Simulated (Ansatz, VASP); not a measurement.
# Mg in VASP and in Ansatz

File INCAR:

```
ALGO = Normal ; EDIFF = 1E-6
ENCUT = 520 ; GGA = PS
ISIF = 2 ; ISMEAR = 0
LASPH = T ; LCHARG = T
LELF = T ; LREAL = F
LVHAR = T ; LWAVE = F
NBANDS = 7 ; NELM = 100
PREC = Accurate ; SIGMA = 0.15
```

KPOINTS

```
k-points
0
Gamma
  18 18 18
```

File POSCAR:

```
Mg
1.0
   -1.8644500000      1.8644500000      1.6301500000
    1.8644500000     -1.8644500000      1.6301500000
    1.8644500000      1.8644500000     -1.6301500000
Mg
1
Direct
    0.0000000000      0.0000000000      0.0000000000
```

Input for Ansatz:

```yaml
crystal:
  lattice:
    - [-1.86445, 1.86445, 1.63015]
    - [1.86445, -1.86445, 1.63015]
    - [1.86445, 1.86445, -1.63015]
  atoms:
    - { symbol: Mg, position: [0.0, 0.0, 0.0] }
basis:
  ecutwfc: 520.0
kpoints:
  mp_grid: { grid: [18, 18, 18] }
hamiltonian:
  xc: pbesol
scf:
  occupations: { method: gaussian, width: 0.15 }
output:
  forces: true
  stress: true
  eigenvalues: true
```

Alike in both runs: task single point; functional PBEsol; k mesh 18 × 18 × 18; occupations gaussian, width 0.15 eV; no spin polarisation.

|  | VASP | Ansatz |
| --- | --- | --- |
| version | VASP 6.6.1 | Ansatz 0.2.0 |
| potentials or method | VASP PAW PBE potentials, release 64 (Mg), cutoff 520 eV | scalar-relativistic, plane waves, PAW |
| valence electrons in the cell | 2 | 10 |

|  | VASP | Ansatz | Ansatz less VASP |
| --- | --- | --- | --- |
| gap on the k mesh at the Fermi level (eV) | none | none | - |
| pressure (GPa) | -0.1 | -0.1 | +0.05 |
| traceless stress, the component that is largest in VASP (GPa) | 0.62 | 0.62 | -0.005 |

VASP's potentials were made for PBE, not for PBEsol. A gap of «none» marks a metal or a gap that the smearing closes. VASP's potentials hold 2 valence electrons a cell and Ansatz's 10, so a difference there can come from the potentials and not from the codes.
